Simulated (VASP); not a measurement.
Ga:

```
Ga
1.0
    -1.38440    1.38440    2.31122
     1.38440   -1.38440    2.31122
     1.38440    1.38440   -2.31122
Ga
1
Cartesian
  0.0000 0.0000 0.0000
```

Base run:

```yaml
Program: VASP 6.6.1
Functional: PBE
Potentials_or_basis: VASP PAW PBE potentials, release 64 (Ga_d)
Cutoff: 520 eV
k_mesh: 13 × 13 × 13
Occupations: gaussian, width 0.028 eV
Spin: no spin polarisation
```

Its results: band gap on the k mesh zero (an odd number of electrons rules out a gap without spin polarisation); pressure 3.6 GPa.

**Question.** The run is repeated on the same cell with these changes: functional from PBE to r2SCAN; occupations from gaussian, width 0.028 eV to fermi-dirac, width 0.05 eV. What comes out?

**Answer.** Band gap on the k mesh zero (an odd number of electrons rules out a gap without spin polarisation); pressure 0.2 GPa.

Caveats: the cell stands under pressure (at least some runs); the PAW data sets were made with another functional, which shifts forces and pressure a little (at least some runs).
